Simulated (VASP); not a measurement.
A run of VASP 6.6.1:

Contents of INCAR:

```
  PREC = Accurate
  ENCUT = 520
  EDIFF = 1E-7
  ISMEAR = -1
  SIGMA = 0.1
  LREAL = F
  LASPH = T
  NELM = 80
  ALGO = Normal
  ISIF = 2
  LWAVE = F
  LCHARG = F
  GGA = PE
  NBANDS = 20
```

KPOINTS

```
Automatic mesh
0
Gamma
  5 5 2
```

POSCAR

```
BC5
1.0
    2.5515510000      0.0000000000      0.0000000000
   -1.2757755000      2.2097079851      0.0000000000
    0.0000000000      0.0000000000      6.3996570000
B C
1 5
Direct
    0.3333330000      0.6666670000      0.0075860000
    0.3333330000      0.6666670000      0.2595110000
    0.6666670000      0.3333330000      0.3390330000
    0.0000000000      0.0000000000      0.6645630000
    0.6666670000      0.3333330000      0.5813640000
    0.0000000000      0.0000000000      0.8989420000
```

Potentials or basis: VASP PAW PBE potentials, release 64 (B, C).

Command:

```bash
$ cat potpaw_PBE.64/B/POTCAR potpaw_PBE.64/C/POTCAR > POTCAR
$ mpirun -np 1 vasp_std > vasp.out
```

Hardware: 1 thread of AMD EPYC 7R13 Processor (Zen 3) (shared host).

**Question.** How long does it take, and how much memory?

**Answer.** Run time: 13 s on 1 thread of AMD EPYC 7R13 Processor (Zen 3) (shared host), peak memory 0.11 GiB. Counts: scf iterations 15, k points 10.
